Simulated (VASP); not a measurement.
A run of VASP 6.6.1 is set up as follows.

INCAR

```
SYSTEM = Sb2Mo
  ALGO = Normal
  EDIFF = 1E-7
  ENCUT = 520
  GGA = PE
  ISIF = 2
  ISMEAR = -1
  LASPH = .TRUE.
  LCHARG = .FALSE.
  LREAL = .FALSE.
  LWAVE = .FALSE.
  NBANDS = 33
  NELM = 100
  PREC = Accurate
  SIGMA = 0.1
```

The input KPOINTS:

```
k-points
0
G
  3 3 3
  0 0 0
```

Contents of POSCAR:

```
Sb2Mo
1.0
    5.1783430000     -0.2492400000      0.0685340000
   -1.2452760000      5.1892600000     -0.0648020000
   -0.3093150000     -0.6166220000      4.9778910000
Mo Sb
2 4
Direct
    0.1757927908      0.0531386867      0.1843655697
    0.1615655272      0.3485060079      0.7018946687
    0.5760964755      0.1536840814      0.7817404680
    0.9636954231      0.4925976395      0.2156779669
    0.5128001535      0.7096222126      0.1181758887
    0.8932725099      0.7875207788      0.6945273376
```

Potentials or basis: VASP PAW PBE potentials, release 64 (Mo_sv, Sb).

The run is started by

```console
$ cat potpaw_PBE.64/Mo_sv/POTCAR potpaw_PBE.64/Sb/POTCAR > POTCAR
$ mpirun -np 1 vasp_std > vasp.out
```

Problem. Predict the pressure.

Solution. 6.5 GPa.

Problem. Estimate the largest force.

Solution. 1.691 eV/Å.

Forces on the atoms (eV/Å):
```
Mo   0.833 -0.188  0.420
Mo  -0.867 -0.545 -0.064
Sb  -1.111  0.670 -1.085
Sb   0.717 -1.459 -0.046
Sb  -0.423  0.416  0.558
Sb   0.851  1.106  0.217
```

Caveat: the k points lie up to 0.42 Å⁻¹ apart.
